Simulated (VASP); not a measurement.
# Ti (P6_3/mmc) in VASP: a series of runs, part 2 of 2

VASP 6.6.1. Earlier steps stand in the parts before.

## 3. Single point, PBE (volume scaled by 1.12)

The input, INCAR:

```
PREC = Accurate ; ENCUT = 520
EDIFF = 1E-6 ; ISMEAR = -1
SIGMA = 0.1 ; LREAL = F
LASPH = T ; NELM = 100
ALGO = Normal ; ISIF = 2
LWAVE = F ; LCHARG = F
GGA = PE ; NBANDS = 19
```

The input, KPOINTS:

```
Automatic mesh
0
Gamma
  20 20 11
```

The input, POSCAR:

```
Ti
1.0
    3.0522266313      0.0000000000      0.0000000000
   -1.5261133156      2.6433058008      0.0000000000
    0.0000000000      0.0000000000      4.8352394218
Ti
2
Direct
    0.3333333333      0.6666666667      0.2500000000
    0.6666666667      0.3333333333      0.7500000000
```

Potentials or basis: VASP PAW PBE potentials, release 64 (Ti_sv).

On the command line:

```sh
$ cat potpaw_PBE.64/Ti_sv/POTCAR > POTCAR
$ mpirun -np 1 vasp_std > vasp.out
```

OUTCAR:

```text
PREC = Accurate
   ENCUT = 520
   EDIFF = 1E-6
   ISMEAR = -1
   LREAL = F
   LASPH = T
   NELM = 100
   ISIF = 2
   GGA = PE

 ion  position               nearest neighbor table
   1  0.333  0.667  0.250-
   2  0.667  0.333  0.750-

  LATTYP: Found a hexagonal cell.
 ALAT       =     3.0522266313
 C/A-ratio  =     1.5841678898

  Lattice vectors:

 A1 = (   3.0522266313,   0.0000000000,   0.0000000000)
 A2 = (  -1.5261133156,   2.6433058008,   0.0000000000)
 A3 = (   0.0000000000,   0.0000000000,   4.8352394218)

Analysis of symmetry for initial positions (statically):
=====================================================================
 Subroutine PRICEL returns:
 Original cell was already a primitive cell.

 Routine SETGRP: Setting up the symmetry group for a
 hexagonal supercell.

 Subroutine GETGRP returns: Found 24 space group operations
 (whereof 12 operations were pure point group operations)
 out of a pool of 24 trial point group operations.

The static configuration has the point symmetry D_3d.
 The point group associated with its full space group is D_6h.

Analysis of symmetry for dynamics (positions and initial velocities):
=====================================================================
 Subroutine PRICEL returns:
 Original cell was already a primitive cell.

 Routine SETGRP: Setting up the symmetry group for a
 hexagonal supercell.

 Subroutine GETGRP returns: Found 24 space group operations
 (whereof 12 operations were pure point group operations)
 out of a pool of 24 trial point group operations.

The dynamic configuration has the point symmetry D_3d.
 The point group associated with its full space group is D_6h.

 Subroutine INISYM returns: Found 24 space group operations
 (whereof 12 operations are pure point group operations),
 and found     1 'primitive' translations

----------------------------------------------------------------------------------------

                                     Primitive cell

  volume of cell :      39.0106

  direct lattice vectors                    reciprocal lattice vectors
     3.052226631  0.000000000  0.000000000     0.327629669  0.189157077  0.000000000
    -1.526113316  2.643305801  0.000000000     0.000000000  0.378314155  0.000000000
     0.000000000  0.000000000  4.835239422     0.000000000  0.000000000  0.206814992

  length of vectors
     3.052226631  3.052226631  4.835239422     0.378314155  0.378314155  0.206814992

  position of ions in fractional coordinates (direct lattice)
     0.333333333  0.666666667  0.250000000
     0.666666667  0.333333333  0.750000000

  ion indices of the primitive-cell ions
   primitive index   ion index
                 1           1
                 2           2

----------------------------------------------------------------------------------------

 KPOINTS: Automatic mesh

Automatic generation of k-mesh.
 Grid dimensions read from file:
 generate k-points for:   20   20   11

 Generating k-lattice:

  Cartesian coordinates                     Fractional coordinates (reciprocal lattice)
     0.016381483  0.009457854  0.000000000     0.050000000 -0.000000000  0.000000000
     0.000000000  0.018915708  0.000000000     0.000000000  0.050000000  0.000000000
     0.000000000  0.000000000  0.018801363     0.000000000  0.000000000  0.090909091

  Length of vectors
     0.018915708  0.018915708  0.018801363

  Shift w.r.t. Gamma in fractional coordinates (k-lattice)
     0.000000000  0.000000000  0.000000000

 Subroutine IBZKPT returns following result:
 ===========================================

 Found    264 irreducible k-points:

 Following reciprocal coordinates:
            Coordinates               Weight
  0.000000  0.000000  0.000000      1.000000
  0.050000 -0.000000  0.000000      6.000000
  0.100000  0.000000  0.000000      6.000000
  0.150000  0.000000  0.000000      6.000000
  0.200000  0.000000  0.000000      6.000000
  0.250000  0.000000  0.000000      6.000000
[... 16 lines left out ...]
  0.200000  0.100000  0.000000     12.000000
  0.250000  0.100000  0.000000     12.000000
 [... further k-points ...]
   k-points           NKPTS =    264   k-points in BZ     NKDIM =    264   number of bands    NBANDS=     19
   number of dos      NEDOS =    301   number of ions     NIONS =      2
   total plane-waves  NPLWV =  20736
   dimension x,y,z NGX =    24 NGY =   24 NGZ =   36
   dimension x,y,z NGXF=    48 NGYF=   48 NGZF=   72
   ions per type =               2
   NGX,Y,Z   is equivalent  to a cutoff of  13.07, 13.07, 12.38 a.u.
   NGXF,Y,Z  is equivalent  to a cutoff of  26.14, 26.14, 24.76 a.u.
 SYSTEM =  unknown system
   PREC   = accura    normal or accurate (medium, high low for compatibility)
   ISTART =      0    job   : 0-new  1-cont  2-samecut
   ICHARG =      2    charge: 1-file 2-atom 10-const
   ISPIN  =      1    spin polarized calculation?
   LNONCOLLINEAR =      F non collinear calculations
   LSORBIT =      F    spin-orbit coupling
   LASPH  =      T    aspherical Exc in radial PAW
   ENCUT  =  520.0 eV  38.22 Ry    6.18 a.u.   5.68  5.68  8.99*2*pi/ulx,y,z
   NELM   =    100;   NELMIN=  2; NELMDL= -5     # of ELM steps
   EDIFF  = 0.1E-05   stopping-criterion for ELM
   LREAL  =      F    real-space projection
   EDIFFG = 0.1E-04   stopping-criterion for IOM
   NSW    =      0    number of steps for IOM
   IBRION =     -1    ionic relax: 0-MD 1-quasi-New 2-CG
   NFREE  =      0    steps in history (QN), initial steepest desc. (CG)
   ISIF   =      2    stress and relaxation
   ISYM   =      2    0-nonsym 1-usesym 2-fastsym
   POTIM  = 0.5000    time-step for ionic-motion
   TEBEG  =    0.0;   TEEND  =   0.0 temperature during run
   PSTRESS=    0.0 pullay stress
   NELECT =      24.0000    total number of electrons
   NUPDOWN=      -1.0000    fix difference up-down
   EMIN   =  10.00;   EMAX   =-10.00  energy-range for DOS
   EFERMI =   0.00;   METHOD = LEGACY
   ISMEAR =    -1;   SIGMA  =   0.10  broadening in eV -4-tet -1-fermi 0-gaus
   EFERMI_NEDOS =   21; number of points for ismear=-14 and -15
   IALGO  =     38    algorithm
   IMIX   =      4    mixing-type and parameters
     AMIX     =   0.40;   BMIX     =  1.00
     AMIX_MAG =   1.60;   BMIX_MAG =  1.00
  volume/ion in A,a.u.               =      19.51       131.63
  Fermi-wavevector in a.u.,A,eV,Ry     =   1.392359  2.631177 26.377115  1.938663
  Thomas-Fermi vector in A             =   2.516109
   LORBIT       =      0    0 simple, 1 ext, 2 COOP (PROOUT), +10 PAW based schemes
   GGA     = PE    functional components
   LHFCALC =     F    Hartree Fock is set to
   AEXX    =    0.0000 exact exchange contribution
   IVDW    =     0    specifies the selected vdW correction
   LEPSILON=     F    determine dielectric tensor
   LRPA    =     F    only Hartree local field effects (RPA)
 non-spin polarized calculation
  energy-cutoff  :      520.00
  volume of cell :       39.01
 maximum number of plane-waves:      1086
 NGX is ok and might be reduce to    24
   NGX = 11   NGY = 11   NGZ = 17

 number of electron      23.9999998 magnetization

 Free energy of the ion-electron system (eV)
  ---------------------------------------------------
  ext. energy  EPLUGINS =         0.00000000
  ---------------------------------------------------
  free energy    TOTEN  =       -15.55900525 eV

  energy without entropy =      -15.46965439  energy(sigma->0) =      -15.51432982

 E-fermi :   7.1421     XC(G=0): -10.9611

 val. band max:        7.1420082150   @ k =   0.3500   0.3000   0.2727
 cond. band min:       7.1440037835   @ k =   0.1000   0.1000   0.0000
 fundamental gap:      0.0019955686
 Fermi energy:         7.1420966852

 k-point     1 :       0.0000    0.0000    0.0000
  band No.  band energies     occupation
      1     -49.8901      2.00000
      2     -49.8057      2.00000
      3     -26.3585      2.00000
      4     -25.9185      2.00000
      5     -25.9185      2.00000
      6     -25.8758      2.00000
[... 11 lines left out ...]
     18       8.5900      0.00000
     19       9.8934      0.00000
[... 485 lines left out ...]
 k-point    24 :       0.2500    0.1000    0.0000
  band No.  band energies     occupation
      1     -49.8436      2.00000
      2     -49.7915      2.00000
      3     -26.2352      2.00000
      4     -26.1217      2.00000
      5     -26.0697      2.00000
      6     -25.9839      2.00000
[... 11 lines left out ...]
     18       9.6773      0.00000
     19      10.1293      0.00000

 [... further k-points ...]

------------------------ aborting loop because EDIFF is reached ----------------------------------------

  FORCE on cell =-STRESS in cart. coord.  units (eV):
  Direction    XX          YY          ZZ          XY          YZ          ZX
  --------------------------------------------------------------------------------------
  -------------------------------------------------------------------------------------
  Total       -2.4969457     -2.4969457     -2.5444957     -0.0000000      0.0000000      0.0000000
  in kB     -102.5504372   -102.5504372   -104.5033314     -0.0000000      0.0000000      0.0000000
  external PRESSURE =    -103.2014019 kB  Pullay stress =       0.0000000 kB

 VOLUME and BASIS-vectors are now :
 -----------------------------------------------------------------------------
  energy-cutoff  :      520.00
  volume of cell :       39.01
      direct lattice vectors                 reciprocal lattice vectors
     3.052226631  0.000000000  0.000000000     0.327629669  0.189157077  0.000000000
    -1.526113316  2.643305801  0.000000000     0.000000000  0.378314155  0.000000000
     0.000000000  0.000000000  4.835239422     0.000000000  0.000000000  0.206814992

 POSITION                                       TOTAL-FORCE (eV/Angst)
 -----------------------------------------------------------------------------------
     -0.00000      1.76220      1.20881        -0.000000      0.000000      0.000000
      1.52611      0.88110      3.62643         0.000000     -0.000000      0.000000
 -----------------------------------------------------------------------------------
    total drift:                               -0.000000      0.000000     -0.000000

  FREE ENERGIE OF THE ION-ELECTRON SYSTEM (eV)
  ---------------------------------------------------
  free  energy   TOTEN  =       -15.5590052473 eV

  energy  without entropy=      -15.4696543908  energy(sigma->0) =      -15.51432982
```

stdout:

```text
POSCAR found type information on POSCAR Ti
 POSCAR found :  1 types and       2 ions
 scaLAPACK will be used
 LDA part: xc-table for (Slater+PW92), standard interpolation
 POSCAR, INCAR and KPOINTS ok, starting setup
 FFT: planning ... GRIDC
 FFT: planning ... GRID_SOFT
 FFT: planning ... GRID
 WAVECAR not read
 entering main loop
```

Wall time 96 s (1 thread of Intel Xeon 6975P-C, shared host); peak memory 0.28 GiB.

Results:

- Free energy: -15.5590 eV
- Pressure: -10.3 GPa
- Band gap on the k mesh: zero (band 12 reaches 7.87 eV, above the bottom of band 13 at 6.86 eV)

Caveat: the cell differs from its parent crystal (volume scaled by 1.12).

## 4. Single point, PBE, non-collinear spin, zero start, spin-orbit coupling

This run uses another cell than the first one, of 17.42 Å³/atom, 0.926 times its volume.

The input, INCAR:

```
SYSTEM = Ti
  PREC = Accurate
  ENCUT = 520
  EDIFF = 1E-7
  ISMEAR = -1
  SIGMA = 0.1
  LREAL = .FALSE.
  LASPH = .TRUE.
  NELM = 150
  ALGO = Normal
  ISIF = 2
  LWAVE = .FALSE.
  LCHARG = .FALSE.
  MAGMOM = 0 0 0 0 0 0
  LORBIT = 11
  LSORBIT = .TRUE.
  GGA_COMPAT = .FALSE.
  LORBMOM = .TRUE.
  LMAXMIX = 4
  GGA = PE
  NBANDS = 36
```

The input, KPOINTS:

```
regular mesh
0
G
  12 12 7
  0 0 0
```

The input, POSCAR:

```
Ti
1.0
    2.9390756844      0.0000000000      0.0000000000
   -1.4695378422      2.5453142064      0.0000000000
    0.0000000000      0.0000000000      4.6559893251
Ti
2
Direct
    0.3333333333      0.6666666667      0.2500000000
    0.6666666667      0.3333333333      0.7500000000
```

On the command line:

```sh
$ cat potpaw_PBE.64/Ti_sv/POTCAR > POTCAR
$ mpirun -np 1 vasp_ncl > vasp.out
```

Wall time 4.2 min (1 thread of Intel Xeon 6975P-C, shared host); peak memory 0.32 GiB.

It converged, with:

```
Free energy                                           : -15.7190 eV
Pressure                                              : -0.3 GPa
Net moment                                            : 0.00 μB per cell
Valence electrons inside the program's atomic spheres : Ti 10.25
```

Moments on the atoms (μB; x, y, z):
```
Ti  0.00 0.00 0.00
Ti  0.00 0.00 0.00
```

## 5. Single point, PBE, collinear spin, ferromagnetic start

This run uses another cell than the first one, of 17.40 Å³/atom, 0.925 times its volume.

The input, INCAR:

```
PREC = Accurate ; ENCUT = 520
EDIFF = 1E-6 ; ISMEAR = -1
SIGMA = 0.05 ; LREAL = False
LASPH = True ; NELM = 150
ALGO = Normal ; ISIF = 2
LWAVE = False ; LCHARG = False
ISPIN = 2 ; MAGMOM = 1 1
LORBIT = 11 ; LMAXMIX = 4
GGA = PE ; NBANDS = 23
```

The input, KPOINTS:

```
regular mesh
0
Gamma
  12 12 7
```

The input, POSCAR:

```
Ti
1.0
    2.9388916155      0.0000000000      0.0000000000
   -1.4694458078      2.5451547980      0.0000000000
    0.0000000000      0.0000000000      4.6516165707
Ti
2
Direct
    0.3333333333      0.6666666667      0.2500000000
    0.6666666667      0.3333333333      0.7500000000
```

Potentials or basis: VASP PAW PBE potentials, release 64 (Ti_sv).

On the command line:

```sh
$ cat potpaw_PBE.64/Ti_sv/POTCAR > POTCAR
$ mpirun -np 1 vasp_std > vasp.out
```

OUTCAR:

```text
PREC = Accurate
   ENCUT = 520
   EDIFF = 1E-6
   ISMEAR = -1
   LREAL = False
   LASPH = True
   NELM = 150
   ISIF = 2
   ISPIN = 2
   LORBIT = 11
   GGA = PE

 ion  position               nearest neighbor table
   1  0.333  0.667  0.250-   2 2.88   2 2.88   2 2.88   2 2.88   2 2.88   2 2.88
   2  0.667  0.333  0.750-   1 2.88   1 2.88   1 2.88   1 2.88   1 2.88   1 2.88

  LATTYP: Found a hexagonal cell.
 ALAT       =     2.9388916155
 C/A-ratio  =     1.5827792172

  Lattice vectors:

[... 1468 lines left out ...]
  external PRESSURE =      -2.2554812 kB  Pullay stress =       0.0000000 kB

 VOLUME and BASIS-vectors are now :
 -----------------------------------------------------------------------------
  energy-cutoff  :      520.00
  volume of cell :       34.79
      direct lattice vectors                 reciprocal lattice vectors
     2.938891616  0.000000000  0.000000000     0.340264335  0.196451705  0.000000000
    -1.469445808  2.545154798  0.000000000     0.000000000  0.392903410  0.000000000
     0.000000000  0.000000000  4.651616571     0.000000000  0.000000000  0.214979026

 POSITION                                       TOTAL-FORCE (eV/Angst)
 -----------------------------------------------------------------------------------
     -0.00000      1.69677      1.16290         0.000000     -0.000000      0.000000
      1.46945      0.84838      3.48871        -0.000000      0.000000      0.000000
 -----------------------------------------------------------------------------------
    total drift:                                0.000000     -0.000000      0.000000

  FREE ENERGIE OF THE ION-ELECTRON SYSTEM (eV)
  ---------------------------------------------------
  free  energy   TOTEN  =       -15.6800470025 eV

  energy  without entropy=      -15.6622433934  energy(sigma->0) =      -15.67114520

 total charge

# of ion       s       p       d       tot
------------------------------------------
    1        2.249   6.121   1.877  10.248
    2        2.249   6.121   1.877  10.248
--------------------------------------------------
tot          4.498  12.242   3.755  20.495

 magnetization (x)

# of ion       s       p       d       tot
------------------------------------------
    1       -0.000   0.000   0.000   0.000
    2       -0.000   0.000   0.000   0.000
--------------------------------------------------
tot         -0.000   0.000   0.000   0.000
```

stdout:

```text
POSCAR found type information on POSCAR Ti
 POSCAR found :  1 types and       2 ions
 scaLAPACK will be used
 LDA part: xc-table for (Slater+PW92), standard interpolation
 POSCAR, INCAR and KPOINTS ok, starting setup
 FFT: planning ... GRIDC
 FFT: planning ... GRID_SOFT
 FFT: planning ... GRID
 WAVECAR not read
 entering main loop
```

Wall time 51 s (1 thread of Intel Xeon 6975P-C, shared host); peak memory 0.22 GiB.

What came out:

```
Free energy                                           : -15.6800 eV
Pressure                                              : -0.2 GPa
Band gap on the k mesh                                : zero (filled and empty bands overlap)
Net moment                                            : 0.00 μB per cell
Valence electrons inside the program's atomic spheres : Ti 10.25
```

## 6. The runs side by side

| spin | cell | k mesh | smearing | gap on the mesh (eV) | pressure (GPa) | moment (μB) |
| --- | --- | --- | --- | --- | --- | --- |
| off | a = 3.015, b = 3.015, c = 4.777 Å, angles 90.0, 90.0, 120.0°, 2 atoms | 20 × 20 × 11 | fermi-dirac 0.1 eV | none | -7.6 | - |
| off | a = 3.052, b = 3.052, c = 4.835 Å, angles 90.0, 90.0, 120.0°, 2 atoms | 20 × 20 × 11 | fermi-dirac 0.1 eV | none | -10.3 | - |
| non-collinear, zero start, SOC | a = 2.939, b = 2.939, c = 4.656 Å, angles 90.0, 90.0, 120.0°, 2 atoms | 12 × 12 × 7 | fermi-dirac 0.1 eV | - | -0.3 | 0.00 |
| collinear, ferromagnetic start | a = 2.939, b = 2.939, c = 4.652 Å, angles 90.0, 90.0, 120.0°, 2 atoms | 12 × 12 × 7 | fermi-dirac 0.05 eV | none | -0.2 | 0.00 |

Alike in all rows: task single point; level PBE; potentials or basis VASP PAW PBE potentials, release 64 (Ti_sv); cutoff (eV) 520.

Total energies depend on the potentials used, so only differences within one code and one set of settings carry meaning.
